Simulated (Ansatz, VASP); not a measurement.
# Ce in VASP and in Ansatz

POSCAR

```
Ce
1.0
    0.0000000000      2.3390384114      2.3390384114
    2.3390384114      0.0000000000      2.3390384114
    2.3390384114      2.3390384114      0.0000000000
Ce
1
Direct
    0.0000000000      0.0000000000      0.0000000000
```

The input INCAR.step1:

```
SYSTEM = Ce
ALGO = Normal
EDIFF = 1E-4
ENCUT = 520
GGA = PE
ISMEAR = 0
LASPH = .TRUE.
LCHARG = .FALSE.
LREAL = .FALSE.
LWAVE = .TRUE.
NBANDS = 12
NELM = 60
PREC = Accurate
SIGMA = 0.2
```

Contents of INCAR.step2:

```
SYSTEM = Ce
ALGO = Normal
EDIFF = 1E-7
ENCUT = 520
ISIF = 2
ISMEAR = 0
ISTART = 1
LASPH = .TRUE.
LCHARG = .FALSE.
LMIXTAU = .TRUE.
LREAL = .FALSE.
LWAVE = .FALSE.
METAGGA = R2SCAN
NBANDS = 12
NELM = 60
PREC = Accurate
SIGMA = 0.2
```

File KPOINTS:

```
k-points
0
G
  12 12 12
  0 0 0
```

Input for Ansatz:

```yaml
crystal:
  lattice:
    - [0.0, 2.3390384114, 2.3390384114]
    - [2.3390384114, 0.0, 2.3390384114]
    - [2.3390384114, 2.3390384114, 0.0]
  atoms:
    - { symbol: Ce, position: [0.0, 0.0, 0.0] }
hamiltonian:
  xc: r2scan
  pseudopotentials:
    kind: paw
    azcp:
      Ce: "pseudopotentials/Ce.paw.azcp"
basis:
  ecutwfc: 500
  fft_grid_basis: typed
kpoints:
  mp_grid: { grid: [12, 12, 12], shift: [0, 0, 0] }
magnetization:
  spin_polarized: false
scf:
  occupations: { method: gaussian, width: 0.2 }
  lower_state_search: "off"
output:
  stress: true
```

Alike in both runs: task single point; functional r2SCAN; k mesh 12 × 12 × 12; occupations gaussian, width 0.2 eV; no spin polarisation.

|  | VASP | Ansatz |
| --- | --- | --- |
| version | VASP 6.6.1 | Ansatz 0.2.0 |
| potentials or method | VASP PAW PBE potentials, release 64 (Ce), cutoff 520 eV | plane waves (500 eV) with PAW, scalar-relativistic |
| valence electrons in the cell | 12 | 12 |

VASP gave:

| Item | Value |
| --- | --- |
| pressure (GPa) | -0.6 |

**Question.** What did Ansatz give for the same quantities?

**Answer.** Pressure (GPa): -0.3.

VASP's potentials were made for PBE, not for r2SCAN.

Neither program's run includes spin-orbit coupling.
